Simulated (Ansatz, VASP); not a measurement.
Two plane-wave programs on CdSe

```
Cd Se
1.0
     0.00000    3.06678    3.06678
     3.06678    0.00000    3.06678
     3.06678    3.06678    0.00000
Cd Se
1 1
Direct
  0.00000 0.00000 0.00000
  0.75000 0.75000 0.75000
```

Alike in both runs: functional r2SCAN; k mesh 10 × 10 × 10; occupations fermi-dirac, width 0.08 eV; no spin polarisation.

Ansatz relaxed the structure, and its values are those at the end. VASP's run is a single point on that final structure, the one shown.

```csv
,VASP,Ansatz
version,VASP 6.6.1,Ansatz 0.2.0
potentials or method,"VASP PAW PBE potentials, release 64 (Cd, Se)","PAW with Ansatz's default frozen-core files, scalar-relativistic"
plane-wave cutoff (eV),520,500
valence electrons in the cell,18,36
```

Ansatz gave:

| Item | Value |
| --- | --- |
| pressure (GPa) | 0.0 |

Q: Estimate VASP's values.

A: Pressure (GPa): 0.2.

VASP's potentials were made for PBE, not for r2SCAN. VASP's potentials hold 18 valence electrons a cell and Ansatz's 36, so a difference there can come from the potentials and not from the codes.
